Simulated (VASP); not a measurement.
# Sb in VASP: a series of runs

Sb is run at these levels: PBE; tasks: single point.

Everything below comes from runs of VASP 6.6.1. Logs are shortened: lines on timing, memory, paths and dates and some standing lists are left out, and cuts for length are marked.

## Step 1: The cell of the first run

Symmetry: P6_3/mmc, No. 194, hexagonal system. Conventional cell: a = 3.232 Å, b = 3.232 Å, c = 5.593 Å, α = 90.00°, β = 90.00°, γ = 120.00°. Within 4.3 Å of Sb (site symmetry -6m2) lie 12 Sb at 3.23 to 3.36 Å.

This isn't the form of Sb at room conditions, which is rhombohedral.

## Step 2: Single point, PBE (strained)

INCAR

```
SYSTEM = Sb
PREC = Accurate ; ENCUT = 520
EDIFF = 1E-6 ; ISMEAR = 0
SIGMA = 0.1 ; LREAL = .False.
LASPH = .True. ; NELM = 80
ALGO = Normal ; ISIF = 2
LWAVE = .False. ; LCHARG = .False.
GGA = PE ; NBANDS = 12
```

KPOINTS

```
Automatic mesh
0
Gamma
  15 15 8
  0 0 0
```

POSCAR

```
Sb
1.0
    3.2318818722      0.0000000000      0.0000000000
   -1.6159409361      2.7988918033      0.0000000000
    0.0000000000      0.0000000000      5.5927690000
Sb
2
Direct
    0.3333333333      0.6666666667      0.2500000000
    0.6666666667      0.3333333333      0.7500000000
```

Potentials or basis: VASP PAW PBE potentials, release 64 (Sb).

Command:

```bash
cat potpaw_PBE.64/Sb/POTCAR > POTCAR
mpirun -np 1 vasp_std > vasp.out
```

OUTCAR:

```text
SYSTEM = Sb
   PREC = Accurate
   ENCUT = 520
   EDIFF = 1E-6
   ISMEAR = 0
   LREAL = .False.
   LASPH = .True.
   NELM = 80
   ISIF = 2
   GGA = PE

 ion  position               nearest neighbor table
   1  0.333  0.667  0.250-   2 3.36   2 3.36   2 3.36   2 3.36   2 3.36   2 3.36
   2  0.667  0.333  0.750-   1 3.36   1 3.36   1 3.36   1 3.36   1 3.36   1 3.36

  LATTYP: Found a hexagonal cell.
 ALAT       =     3.2318818722
 C/A-ratio  =     1.7304992018

  Lattice vectors:

 A1 = (   3.2318818722,   0.0000000000,   0.0000000000)
 A2 = (  -1.6159409361,   2.7988918033,   0.0000000000)
 A3 = (   0.0000000000,   0.0000000000,   5.5927690000)

Analysis of symmetry for initial positions (statically):
=====================================================================
 Subroutine PRICEL returns:
 Original cell was already a primitive cell.

 Routine SETGRP: Setting up the symmetry group for a
 hexagonal supercell.

 Subroutine GETGRP returns: Found 24 space group operations
 (whereof 12 operations were pure point group operations)
 out of a pool of 24 trial point group operations.

The static configuration has the point symmetry D_3d.
 The point group associated with its full space group is D_6h.

Analysis of symmetry for dynamics (positions and initial velocities):
=====================================================================
 Subroutine PRICEL returns:
 Original cell was already a primitive cell.

 Routine SETGRP: Setting up the symmetry group for a
 hexagonal supercell.

 Subroutine GETGRP returns: Found 24 space group operations
 (whereof 12 operations were pure point group operations)
 out of a pool of 24 trial point group operations.

The dynamic configuration has the point symmetry D_3d.
 The point group associated with its full space group is D_6h.

 Subroutine INISYM returns: Found 24 space group operations
 (whereof 12 operations are pure point group operations),
 and found     1 'primitive' translations

----------------------------------------------------------------------------------------

                                     Primitive cell

  volume of cell :      50.5904

  direct lattice vectors                    reciprocal lattice vectors
     3.231881872  0.000000000  0.000000000     0.309417250  0.178642132  0.000000000
    -1.615940936  2.798891803  0.000000000     0.000000000  0.357284265  0.000000000
     0.000000000  0.000000000  5.592769000     0.000000000  0.000000000  0.178802307

  length of vectors
     3.231881872  3.231881872  5.592769000     0.357284265  0.357284265  0.178802307

  position of ions in fractional coordinates (direct lattice)
     0.333333333  0.666666667  0.250000000
     0.666666667  0.333333333  0.750000000

  ion indices of the primitive-cell ions
   primitive index   ion index
                 1           1
                 2           2

----------------------------------------------------------------------------------------

 KPOINTS: Automatic mesh

Automatic generation of k-mesh.
 Grid dimensions read from file:
 generate k-points for:   15   15    8

 Generating k-lattice:

  Cartesian coordinates                     Fractional coordinates (reciprocal lattice)
     0.020627817  0.011909475  0.000000000     0.066666667 -0.000000000  0.000000000
     0.000000000  0.023818951  0.000000000     0.000000000  0.066666667  0.000000000
     0.000000000  0.000000000  0.022350288     0.000000000  0.000000000  0.125000000

  Length of vectors
     0.023818951  0.023818951  0.022350288

  Shift w.r.t. Gamma in fractional coordinates (k-lattice)
     0.000000000  0.000000000  0.000000000

 Subroutine IBZKPT returns following result:
 ===========================================

 Found    135 irreducible k-points:

 Following reciprocal coordinates:
            Coordinates               Weight
  0.000000  0.000000  0.000000      1.000000
  0.066667 -0.000000  0.000000      6.000000
  0.133333 -0.000000  0.000000      6.000000
  0.200000 -0.000000  0.000000      6.000000
  0.266667 -0.000000  0.000000      6.000000
  0.333333 -0.000000  0.000000      6.000000
[... 16 lines left out ...]
  0.333333  0.200000  0.000000     12.000000
  0.400000  0.200000  0.000000      6.000000
 [... further k-points ...]
   k-points           NKPTS =    135   k-points in BZ     NKDIM =    135   number of bands    NBANDS=     12
   number of dos      NEDOS =    301   number of ions     NIONS =      2
   total plane-waves  NPLWV =  24192
   dimension x,y,z NGX =    24 NGY =   24 NGZ =   42
   dimension x,y,z NGXF=    48 NGYF=   48 NGZF=   84
   ions per type =               2
   NGX,Y,Z   is equivalent  to a cutoff of  12.35, 12.35, 12.48 a.u.
   NGXF,Y,Z  is equivalent  to a cutoff of  24.69, 24.69, 24.97 a.u.
 SYSTEM =  Sb
   PREC   = accura    normal or accurate (medium, high low for compatibility)
   ISTART =      0    job   : 0-new  1-cont  2-samecut
   ICHARG =      2    charge: 1-file 2-atom 10-const
   ISPIN  =      1    spin polarized calculation?
   LNONCOLLINEAR =      F non collinear calculations
   LSORBIT =      F    spin-orbit coupling
   LASPH  =      T    aspherical Exc in radial PAW
   ENCUT  =  520.0 eV  38.22 Ry    6.18 a.u.   6.01  6.01 10.40*2*pi/ulx,y,z
   NELM   =     80;   NELMIN=  2; NELMDL= -5     # of ELM steps
   EDIFF  = 0.1E-05   stopping-criterion for ELM
   LREAL  =      F    real-space projection
   EDIFFG = 0.1E-04   stopping-criterion for IOM
   NSW    =      0    number of steps for IOM
   IBRION =     -1    ionic relax: 0-MD 1-quasi-New 2-CG
   NFREE  =      0    steps in history (QN), initial steepest desc. (CG)
   ISIF   =      2    stress and relaxation
   ISYM   =      2    0-nonsym 1-usesym 2-fastsym
   POTIM  = 0.5000    time-step for ionic-motion
   TEBEG  =    0.0;   TEEND  =   0.0 temperature during run
   PSTRESS=    0.0 pullay stress
   NELECT =      10.0000    total number of electrons
   NUPDOWN=      -1.0000    fix difference up-down
   EMIN   =  10.00;   EMAX   =-10.00  energy-range for DOS
   EFERMI =   0.00;   METHOD = LEGACY
   ISMEAR =     0;   SIGMA  =   0.10  broadening in eV -4-tet -1-fermi 0-gaus
   EFERMI_NEDOS =   21; number of points for ismear=-14 and -15
   IALGO  =     38    algorithm
   IMIX   =      4    mixing-type and parameters
     AMIX     =   0.40;   BMIX     =  1.00
     AMIX_MAG =   1.60;   BMIX_MAG =  1.00
  volume/ion in A,a.u.               =      25.30       170.70
  Fermi-wavevector in a.u.,A,eV,Ry     =   0.953642  1.802122 12.373586  0.909433
  Thomas-Fermi vector in A             =   2.082316
   LORBIT       =      0    0 simple, 1 ext, 2 COOP (PROOUT), +10 PAW based schemes
   GGA     = PE    functional components
   LHFCALC =     F    Hartree Fock is set to
   AEXX    =    0.0000 exact exchange contribution
   IVDW    =     0    specifies the selected vdW correction
   LEPSILON=     F    determine dielectric tensor
   LRPA    =     F    only Hartree local field effects (RPA)
 non-spin polarized calculation
 Gauss-broadening in eV      SIGMA  =   0.10
  energy-cutoff  :      520.00
  volume of cell :       50.59
 maximum number of plane-waves:      1392
   NGX = 13   NGY = 13   NGZ = 21

 number of electron      10.0000000 magnetization

 Free energy of the ion-electron system (eV)
  ---------------------------------------------------
  ext. energy  EPLUGINS =         0.00000000
  ---------------------------------------------------
  free energy    TOTEN  =        -7.64313206 eV

  energy without entropy =       -7.63658721  energy(sigma->0) =       -7.63985964

 E-fermi :   9.4609     XC(G=0): -10.5032

 val. band max:        9.4437951938   @ k =   0.2667   0.1333   0.1250
 cond. band min:       9.4774787269   @ k =   0.2000  -0.0000   0.2500
 fundamental gap:      0.0336835331
 Fermi energy:         9.4609495562

 k-point     1 :       0.0000    0.0000    0.0000
  band No.  band energies     occupation
      1      -4.0767      2.00000
      2      -0.5380      2.00000
      3       3.0487      2.00000
      4      13.9537      0.00000
      5      13.9537      0.00000
      6      14.2189      0.00000
      7      15.4840      0.00000
      8      15.4840      0.00000
      9      18.1315      0.00000
     10      18.2280      0.00000
     11      19.6361      0.00000
     12      19.8565      0.00000

 k-point     2 :       0.0667   -0.0000    0.0000
  band No.  band energies     occupation
      1      -3.9897      2.00000
      2      -0.4572      2.00000
      3       3.1388      2.00000
      4      12.9847      0.00000
      5      13.5696      0.00000
      6      14.2167      0.00000
      7      14.9733      0.00000
      8      15.5506      0.00000
      9      18.0854      0.00000
     10      18.5547      0.00000
     11      19.0699      0.00000
     12      19.8791      0.00000

 k-point     3 :       0.1333   -0.0000    0.0000
  band No.  band energies     occupation
      1      -3.7290      2.00000
      2      -0.2161      2.00000
      3       3.4078      2.00000
      4      11.1380      0.00000
      5      12.8200      0.00000
      6      13.7088      0.00000
      7      14.1429      0.00000
      8      15.3762      0.00000
      9      16.9857      0.00000
     10      18.8205      0.00000
     11      18.8874      0.00000
     12      19.4796      0.00000
[... 286 lines left out ...]
 k-point    23 :       0.3333    0.2000    0.0000
  band No.  band energies     occupation
      1      -0.0477      2.00000
      2       1.9531      2.00000
      3       4.9349      2.00000
      4       6.3457      2.00000
      5       7.0784      2.00000
      6       7.7099      2.00000
      7       9.8936      0.00000
      8      10.0051      0.00000
      9      13.9728      0.00000
     10      18.6971      0.00000
     11      20.1619      0.00000
     12      21.7623      0.00000

 k-point    24 :       0.4000    0.2000    0.0000
  band No.  band energies     occupation
      1       0.5647      2.00000
      2       1.5925      2.00000
      3       4.9196      2.00000
      4       6.2645      2.00000
      5       7.1383      2.00000
      6       7.6272      2.00000
      7       9.2765      1.99089
      8       9.8971      0.00000
      9      13.8318      0.00000
     10      18.6346      0.00000
     11      20.6750      0.00000
     12      22.0832      0.00000

 [... further k-points ...]
[... 5 lines left out ...]
  --------------------------------------------------------------------------------------
  -------------------------------------------------------------------------------------
  Total        2.4582264      2.4582264      0.8597114      0.0000000      0.0000000      0.0000000
  in kB       77.8509645     77.8509644     27.2266866      0.0000000      0.0000000      0.0000000
  external PRESSURE =      60.9762052 kB  Pullay stress =       0.0000000 kB

 VOLUME and BASIS-vectors are now :
 -----------------------------------------------------------------------------
  energy-cutoff  :      520.00
  volume of cell :       50.59
      direct lattice vectors                 reciprocal lattice vectors
     3.231881872  0.000000000  0.000000000     0.309417250  0.178642132  0.000000000
    -1.615940936  2.798891803  0.000000000     0.000000000  0.357284265  0.000000000
     0.000000000  0.000000000  5.592769000     0.000000000  0.000000000  0.178802307

 POSITION                                       TOTAL-FORCE (eV/Angst)
 -----------------------------------------------------------------------------------
     -0.00000      1.86593      1.39819        -0.000000      0.000000      0.000000
      1.61594      0.93296      4.19458         0.000000     -0.000000      0.000000
 -----------------------------------------------------------------------------------
    total drift:                               -0.000000      0.000000      0.000000

  FREE ENERGIE OF THE ION-ELECTRON SYSTEM (eV)
  ---------------------------------------------------
  free  energy   TOTEN  =        -7.6431320630 eV

  energy  without entropy=       -7.6365872098  energy(sigma->0) =       -7.63985964
```

Run time: 46 s. Hardware: 1 thread of Intel Xeon 8259CL, shared host; peak memory 0.21 GiB.

What came out:

| Item | Value |
| --- | --- |
| Free energy | -7.6431 eV |
| Pressure | 6.1 GPa |
| Band gap on the k mesh | zero (bands 5 and 6 overlap by 8.89 eV) |

Caveat: the cell differs from its parent crystal (strained); the cell stands under pressure; spin-orbit coupling is left out, which moves the levels of the heavy elements.

## Step 3: Single point, PBE (strained and its atoms moved)

INCAR

```
  ALGO = Normal
  EDIFF = 1E-6
  ENCUT = 520
  GGA = PE
  ISIF = 2
  ISMEAR = 0
  LASPH = T
  LCHARG = F
  LREAL = F
  LWAVE = F
  NBANDS = 12
  NELM = 100
  PREC = Accurate
  SIGMA = 0.1
```

KPOINTS

```
k-points
0
Gamma
  12 12 8
```

POSCAR

```
Sb
1.0
    3.4460155236      0.0000000000      0.0000000000
   -1.7230077619      2.9843369853      0.0000000000
    0.0000000000      0.0000000000      5.5317938000
Sb
2
Direct
    0.3333333333      0.6666666667      0.2387429644
    0.6666666667      0.3333333333      0.7612570356
```

Potentials or basis: VASP PAW PBE potentials, release 64 (Sb).

Command:

```bash
cat potpaw_PBE.64/Sb/POTCAR > POTCAR
mpirun -np 1 vasp_std > vasp.out
```

OUTCAR:

```text
EDIFF = 1E-6
   ENCUT = 520
   GGA = PE
   ISIF = 2
   ISMEAR = 0
   LASPH = T
   LREAL = F
   NELM = 100
   PREC = Accurate

 ion  position               nearest neighbor table
   1  0.333  0.667  0.239-   2 3.31   2 3.31   2 3.31   2 3.51   2 3.51   2 3.51
   2  0.667  0.333  0.761-   1 3.31   1 3.31   1 3.31   1 3.51   1 3.51   1 3.51

  LATTYP: Found a hexagonal cell.
 ALAT       =     3.4460155236
 C/A-ratio  =     1.6052724551

  Lattice vectors:

 A1 = (   3.4460155236,   0.0000000000,   0.0000000000)
 A2 = (  -1.7230077619,   2.9843369853,   0.0000000000)
 A3 = (   0.0000000000,   0.0000000000,   5.5317938000)

Analysis of symmetry for initial positions (statically):
=====================================================================
 Subroutine PRICEL returns:
 Original cell was already a primitive cell.

 Routine SETGRP: Setting up the symmetry group for a
 hexagonal supercell.

 Subroutine GETGRP returns: Found 12 space group operations
 (whereof 12 operations were pure point group operations)
 out of a pool of 24 trial point group operations.

The static configuration has the point symmetry D_3d.

[... 165 lines left out ...]
 fundamental gap:      0.0326073599
 Fermi energy:         7.8231355109

 k-point     1 :       0.0000    0.0000    0.0000
  band No.  band energies     occupation
      1      -4.7202      2.00000
      2      -1.0611      2.00000
      3       2.4018      2.00000
      4      10.9413      0.00000
      5      10.9413      0.00000
      6      12.5339      0.00000
      7      12.5339      0.00000
      8      13.0729      0.00000
      9      15.0352      0.00000
     10      16.5905      0.00000
     11      17.4387      0.00000
     12      17.4387      0.00000
[... 331 lines left out ...]
 k-point    24 :       0.0000    0.1667    0.1250
  band No.  band energies     occupation
      1      -4.1935      2.00000
      2      -1.0080      2.00000
      3       3.3414      2.00000
      4       7.9661      0.04313
      5       9.8546      0.00000
      6      10.2624      0.00000
      7      12.0843      0.00000
      8      12.3248      0.00000
      9      14.3932      0.00000
     10      16.5238      0.00000
     11      16.8845      0.00000
     12      17.8962      0.00000

 [... further k-points ...]
[... 5 lines left out ...]
  --------------------------------------------------------------------------------------
  -------------------------------------------------------------------------------------
  Total       -0.8719904     -0.8719904     -0.2704414      0.0000000     -0.0000000     -0.0000000
  in kB      -24.5579001    -24.5579001     -7.6164520      0.0000000     -0.0000000     -0.0000000
  external PRESSURE =     -18.9107507 kB  Pullay stress =       0.0000000 kB

 VOLUME and BASIS-vectors are now :
 -----------------------------------------------------------------------------
  energy-cutoff  :      520.00
  volume of cell :       56.89
      direct lattice vectors                 reciprocal lattice vectors
     3.446015524  0.000000000  0.000000000     0.290190219  0.167541401  0.000000000
    -1.723007762  2.984336985  0.000000000     0.000000000  0.335082802  0.000000000
     0.000000000  0.000000000  5.531793800     0.000000000  0.000000000  0.180773188

 POSITION                                       TOTAL-FORCE (eV/Angst)
 -----------------------------------------------------------------------------------
     -0.00000      1.98956      1.32068         0.000000     -0.000000      0.065651
      1.72301      0.99478      4.21112        -0.000000      0.000000     -0.065651
 -----------------------------------------------------------------------------------
    total drift:                               -0.000000     -0.000000     -0.000000

  FREE ENERGIE OF THE ION-ELECTRON SYSTEM (eV)
  ---------------------------------------------------
  free  energy   TOTEN  =        -7.7157403886 eV

  energy  without entropy=       -7.7095386810  energy(sigma->0) =       -7.71263953
```

OSZICAR:

```text
N       E                     dE             d eps       ncg     rms          rms(c)
DAV:   1     0.329482919597E+02    0.32948E+02   -0.35428E+03  3144   0.657E+02
DAV:   2    -0.602220009170E+01   -0.38970E+02   -0.37812E+02  4168   0.106E+02
DAV:   3    -0.771197674152E+01   -0.16898E+01   -0.16715E+01  4000   0.246E+01
DAV:   4    -0.772503350820E+01   -0.13057E-01   -0.13052E-01  3556   0.261E+00
DAV:   5    -0.772517617579E+01   -0.14267E-03   -0.14267E-03  3816   0.298E-01    0.221E+00
DAV:   6    -0.771872493926E+01    0.64512E-02   -0.48807E-03  3460   0.361E-01    0.124E+00
DAV:   7    -0.771568750097E+01    0.30374E-02   -0.89412E-03  3336   0.493E-01    0.595E-02
DAV:   8    -0.771573167892E+01   -0.44178E-04   -0.21890E-04  3796   0.100E-01    0.254E-02
DAV:   9    -0.771574093581E+01   -0.92569E-05   -0.33009E-05  3592   0.387E-02    0.310E-03
DAV:  10    -0.771574038856E+01    0.54725E-06   -0.71570E-07  2544   0.535E-03
   1 F= -.77157404E+01 E0= -.77126395E+01  d E =-.620171E-02
```

Wall time 66 s (1 thread of Intel Xeon 8259CL, shared host); peak memory 0.22 GiB.

What came out:

* Free energy: -7.7157 eV
* Pressure: -1.9 GPa
* Largest force: 0.066 eV/Å
* Band gap on the k mesh: zero (bands 5 and 6 overlap by 6.46 eV)

Forces on the atoms (eV/Å):
```
Sb   0.000  0.000  0.066
Sb   0.000  0.000 -0.066
```

Caveat: the cell differs from its parent crystal (strained and its atoms moved); spin-orbit coupling is left out, which moves the levels of the heavy elements.

(Continued in part 2 of 2.)
